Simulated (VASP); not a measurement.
# ZrN (Fm-3m) in VASP: single point with PBEsol

Aim: the single point of ZrN with PBEsol.

Program: VASP 6.6.1. These are calculated values, not measurements. Logs are shortened: lines on timing, memory, paths and dates and some standing lists are left out, and cuts for length are marked.

**1. The cell of the first run**

It takes space group Fm-3m (No. 225, cubic). Conventional cell: a = 4.600 Å, b = 4.600 Å, c = 4.600 Å, α = 90.00°, β = 90.00°, γ = 90.00°. Within 3.0 Å of Zr (site symmetry m-3m) lie 6 N at 2.30 Å. Within 3.0 Å of N (site symmetry m-3m) lie 6 Zr at 2.30 Å.

**2. Single point, PBEsol**

INCAR

```
SYSTEM = ZrN
ALGO = Normal
EDIFF = 1E-6
ENCUT = 600
GGA = PS
GGA_COMPAT = .FALSE.
ISIF = 2
ISMEAR = 1
LASPH = .TRUE.
LCHARG = .FALSE.
LREAL = .FALSE.
LWAVE = .FALSE.
NBANDS = 16
NELM = 120
PREC = Accurate
SIGMA = 0.15
```

KPOINTS

```
k-points
0
G
  7 7 7
  0 0 0
```

POSCAR

```
ZrN
1.0
    3.2526910000      0.0000000000      0.0000000000
    1.6263455000      2.8169130367      0.0000000000
    1.6263455000      0.9389710122      2.6558110803
Zr N
1 1
Direct
    0.5000000000      0.5000000000      0.5000000000
    0.0000000000      0.0000000000      0.0000000000
```

Potentials or basis: VASP PAW PBE potentials, release 64 (Zr_sv, N).

Started as:

```bash
$ cat potpaw_PBE.64/Zr_sv/POTCAR potpaw_PBE.64/N/POTCAR > POTCAR
$ mpirun -np 1 vasp_std > vasp.out
```

OUTCAR:

```text
SYSTEM = ZrN
   EDIFF = 1E-6
   ENCUT = 600
   GGA = PS
   ISIF = 2
   ISMEAR = 1
   LASPH = .TRUE.
   LREAL = .FALSE.
   NELM = 120
   PREC = Accurate

 ion  position               nearest neighbor table
   1  0.500  0.500  0.500-   2 2.30   2 2.30   2 2.30   2 2.30   2 2.30   2 2.30
   2  0.000  0.000  0.000-   1 2.30   1 2.30   1 2.30   1 2.30   1 2.30   1 2.30

  LATTYP: Found a face centered cubic cell.
 ALAT       =     4.5999997265

  Lattice vectors:

 A1 = (   3.2526910000,   0.0000000000,   0.0000000000)
 A2 = (   1.6263455000,   2.8169130367,   0.0000000000)
 A3 = (   1.6263455000,   0.9389710122,   2.6558110803)

Analysis of symmetry for initial positions (statically):
=====================================================================
 Subroutine PRICEL returns:
 Original cell was already a primitive cell.

 Routine SETGRP: Setting up the symmetry group for a
 face centered cubic supercell.

 Subroutine GETGRP returns: Found 48 space group operations
 (whereof 48 operations were pure point group operations)
 out of a pool of 48 trial point group operations.

The static configuration has the point symmetry O_h .

Analysis of symmetry for dynamics (positions and initial velocities):
=====================================================================
 Subroutine PRICEL returns:
 Original cell was already a primitive cell.

 Routine SETGRP: Setting up the symmetry group for a
 face centered cubic supercell.

 Subroutine GETGRP returns: Found 48 space group operations
 (whereof 48 operations were pure point group operations)
 out of a pool of 48 trial point group operations.

The dynamic configuration has the point symmetry O_h .

 Subroutine INISYM returns: Found 48 space group operations
 (whereof 48 operations are pure point group operations),
 and found     1 'primitive' translations

----------------------------------------------------------------------------------------

                                     Primitive cell

  volume of cell :      24.3340

  direct lattice vectors                    reciprocal lattice vectors
     3.252691000  0.000000000  0.000000000     0.307437749 -0.177499267 -0.125510936
     1.626345500  2.816913037  0.000000000     0.000000000  0.354998535 -0.125510936
     1.626345500  0.938971012  2.655811080     0.000000000  0.000000000  0.376532807

  length of vectors
     3.252691000  3.252691000  3.252691000     0.376532807  0.376532807  0.376532807

  position of ions in fractional coordinates (direct lattice)
     0.500000000  0.500000000  0.500000000
     0.000000000  0.000000000  0.000000000

  ion indices of the primitive-cell ions
   primitive index   ion index
                 1           1
                 2           2

----------------------------------------------------------------------------------------

 KPOINTS: k-points

Automatic generation of k-mesh.
 Grid dimensions read from file:
 generate k-points for:    7    7    7

 Generating k-lattice:

  Cartesian coordinates                     Fractional coordinates (reciprocal lattice)
     0.043919678 -0.025357038 -0.017930134     0.142857143  0.000000000  0.000000000
     0.000000000  0.050714076 -0.017930134     0.000000000  0.142857143 -0.000000000
     0.000000000  0.000000000  0.053790401     0.000000000  0.000000000  0.142857143

  Length of vectors
     0.053790401  0.053790401  0.053790401

  Shift w.r.t. Gamma in fractional coordinates (k-lattice)
     0.000000000  0.000000000  0.000000000

 Subroutine IBZKPT returns following result:
 ===========================================

 Found     20 irreducible k-points:

 Following reciprocal coordinates:
            Coordinates               Weight
  0.000000  0.000000  0.000000      1.000000
  0.142857 -0.000000  0.000000      8.000000
  0.285714 -0.000000  0.000000      8.000000
  0.428571  0.000000  0.000000      8.000000
  0.142857  0.142857  0.000000      6.000000
  0.285714  0.142857  0.000000     24.000000
[... 12 lines left out ...]
 -0.428571  0.428571  0.142857     24.000000
 -0.285714  0.428571  0.142857     24.000000
   k-points           NKPTS =     20   k-points in BZ     NKDIM =     20   number of bands    NBANDS=     16
   number of dos      NEDOS =    301   number of ions     NIONS =      2
   total plane-waves  NPLWV =  21952
   dimension x,y,z NGX =    28 NGY =   28 NGZ =   28
   dimension x,y,z NGXF=    56 NGYF=   56 NGZF=   56
   ions per type =               1   1
   NGX,Y,Z   is equivalent  to a cutoff of  14.31, 14.31, 14.31 a.u.
   NGXF,Y,Z  is equivalent  to a cutoff of  28.62, 28.62, 28.62 a.u.
 SYSTEM =  ZrN
   PREC   = accura    normal or accurate (medium, high low for compatibility)
   ISTART =      0    job   : 0-new  1-cont  2-samecut
   ICHARG =      2    charge: 1-file 2-atom 10-const
   ISPIN  =      1    spin polarized calculation?
   LNONCOLLINEAR =      F non collinear calculations
   LSORBIT =      F    spin-orbit coupling
   LASPH  =      T    aspherical Exc in radial PAW
   ENCUT  =  600.0 eV  44.10 Ry    6.64 a.u.   6.50  6.50  6.50*2*pi/ulx,y,z
   NELM   =    120;   NELMIN=  2; NELMDL= -5     # of ELM steps
   EDIFF  = 0.1E-05   stopping-criterion for ELM
   LREAL  =      F    real-space projection
   EDIFFG = 0.1E-04   stopping-criterion for IOM
   NSW    =      0    number of steps for IOM
   IBRION =     -1    ionic relax: 0-MD 1-quasi-New 2-CG
   NFREE  =      0    steps in history (QN), initial steepest desc. (CG)
   ISIF   =      2    stress and relaxation
   ISYM   =      2    0-nonsym 1-usesym 2-fastsym
   POTIM  = 0.5000    time-step for ionic-motion
   TEBEG  =    0.0;   TEEND  =   0.0 temperature during run
   PSTRESS=    0.0 pullay stress
   NELECT =      17.0000    total number of electrons
   NUPDOWN=      -1.0000    fix difference up-down
   EMIN   =  10.00;   EMAX   =-10.00  energy-range for DOS
   EFERMI =   0.00;   METHOD = LEGACY
   ISMEAR =     1;   SIGMA  =   0.15  broadening in eV -4-tet -1-fermi 0-gaus
   EFERMI_NEDOS =   21; number of points for ismear=-14 and -15
   IALGO  =     38    algorithm
   IMIX   =      4    mixing-type and parameters
     AMIX     =   0.40;   BMIX     =  1.00
     AMIX_MAG =   1.60;   BMIX_MAG =  1.00
  volume/ion in A,a.u.               =      12.17        82.11
  Fermi-wavevector in a.u.,A,eV,Ry     =   1.452624  2.745062 28.709893  2.110118
  Thomas-Fermi vector in A             =   2.569985
   LORBIT       =      0    0 simple, 1 ext, 2 COOP (PROOUT), +10 PAW based schemes
   GGA     = PS    functional components
   LHFCALC =     F    Hartree Fock is set to
   AEXX    =    0.0000 exact exchange contribution
   IVDW    =     0    specifies the selected vdW correction
   LEPSILON=     F    determine dielectric tensor
   LRPA    =     F    only Hartree local field effects (RPA)
 non-spin polarized calculation
 Methfessel and Paxton  Order N= 1 SIGMA  =   0.15
  energy-cutoff  :      600.00
  volume of cell :       24.33
 maximum number of plane-waves:       869
 NGX is ok and might be reduce to    28
   NGX = 13   NGY = 13   NGZ = 13

 number of electron      17.0000000 magnetization

 Free energy of the ion-electron system (eV)
  ---------------------------------------------------
  ext. energy  EPLUGINS =         0.00000000
  ---------------------------------------------------
  free energy    TOTEN  =       -21.52108721 eV

  energy without entropy =      -21.52285048  energy(sigma->0) =      -21.52167497

 E-fermi :  11.8737     XC(G=0): -12.6279

 val. band max:       11.8344663018   @ k =   0.1429  -0.0000   0.0000
 cond. band min:      11.9953069119   @ k =   0.4286   0.1429   0.0000
 fundamental gap:      0.1608406101
 Fermi energy:        11.8737098021

 k-point     1 :       0.0000    0.0000    0.0000
  band No.  band energies     occupation
      1     -37.7709      2.00000
      2     -15.4312      2.00000
      3     -15.4312      2.00000
      4     -15.4312      2.00000
      5      -4.4789      2.00000
      6       9.0618      2.00000
[... 8 lines left out ...]
     15      20.7938      0.00000
     16      34.0464      0.00000

 k-point     2 :       0.1429   -0.0000    0.0000
  band No.  band energies     occupation
      1     -37.7453      2.00000
      2     -15.6667      2.00000
      3     -15.4489      2.00000
      4     -15.4489      2.00000
      5      -4.0857      2.00000
      6       7.6622      2.00000
[... 8 lines left out ...]
     15      22.0681      0.00000
     16      30.8610      0.00000

 k-point     3 :       0.2857   -0.0000    0.0000
  band No.  band energies     occupation
      1     -37.6872      2.00000
      2     -16.1574      2.00000
      3     -15.4884      2.00000
      4     -15.4884      2.00000
      5      -3.1865      2.00000
      6       5.6074      2.00000
[... 8 lines left out ...]
     15      23.9211      0.00000
     16      27.6147      0.00000

 k-point     4 :       0.4286    0.0000    0.0000
  band No.  band energies     occupation
      1     -37.6400      2.00000
      2     -16.5200      2.00000
      3     -15.5196      2.00000
      4     -15.5196      2.00000
      5      -2.4035      2.00000
      6       4.2465      2.00000
[... 8 lines left out ...]
     15      24.2287      0.00000
     16      24.3738      0.00000
[... 248 lines left out ...]
 k-point    18 :      -0.4286    0.2857    0.1429
  band No.  band energies     occupation
      1     -37.6111      2.00000
      2     -16.3131      2.00000
      3     -15.8511      2.00000
      4     -15.6374      2.00000
      5      -2.9821      2.00000
      6       5.3264      2.00000
[... 8 lines left out ...]
     15      23.1806      0.00000
     16      24.3636      0.00000

 k-point    19 :      -0.4286    0.4286    0.1429
  band No.  band energies     occupation
      1     -37.5961      2.00000
      2     -16.2459      2.00000
      3     -15.8722      2.00000
      4     -15.7770      2.00000
      5      -3.4963      2.00000
      6       6.5388      2.00000
[... 8 lines left out ...]
     15      22.5909      0.00000
     16      25.3173      0.00000

 k-point    20 :      -0.2857    0.4286    0.1429
  band No.  band energies     occupation
      1     -37.5920      2.00000
      2     -16.1062      2.00000
      3     -16.0919      2.00000
      4     -15.7534      2.00000
      5      -3.2768      2.00000
      6       6.0585      2.00000
[... 8 lines left out ...]
     15      22.8691      0.00000
     16      23.6420      0.00000

------------------------ aborting loop because EDIFF is reached ----------------------------------------

  FORCE on cell =-STRESS in cart. coord.  units (eV):
  Direction    XX          YY          ZZ          XY          YZ          ZX
  --------------------------------------------------------------------------------------
  -------------------------------------------------------------------------------------
  Total       -1.1338398     -1.1338398     -1.1338398     -0.0000000      0.0000000      0.0000000
  in kB      -74.6532723    -74.6532723    -74.6532723     -0.0000000      0.0000000      0.0000000
  external PRESSURE =     -74.6532723 kB  Pullay stress =       0.0000000 kB

 VOLUME and BASIS-vectors are now :
 -----------------------------------------------------------------------------
  energy-cutoff  :      600.00
  volume of cell :       24.33
      direct lattice vectors                 reciprocal lattice vectors
     3.252691000  0.000000000  0.000000000     0.307437749 -0.177499267 -0.125510936
     1.626345500  2.816913037  0.000000000     0.000000000  0.354998535 -0.125510936
     1.626345500  0.938971012  2.655811080     0.000000000  0.000000000  0.376532807

 POSITION                                       TOTAL-FORCE (eV/Angst)
 -----------------------------------------------------------------------------------
      3.25269      1.87794      1.32791         0.000000     -0.000000      0.000000
      0.00000      0.00000      0.00000        -0.000000      0.000000      0.000000
 -----------------------------------------------------------------------------------
    total drift:                                0.000000      0.000000      0.000000

  FREE ENERGIE OF THE ION-ELECTRON SYSTEM (eV)
  ---------------------------------------------------
  free  energy   TOTEN  =       -21.5210872091 eV

  energy  without entropy=      -21.5228504810  energy(sigma->0) =      -21.52167497
```

Run time: 21 s. Hardware: 1 thread of Intel Xeon 8259CL, shared host; peak memory 0.16 GiB.

Results:

```
Free energy : -21.5211 eV
Pressure    : -7.5 GPa
```

Caveat: the PAW data sets were made with another functional, which shifts forces and pressure a little.
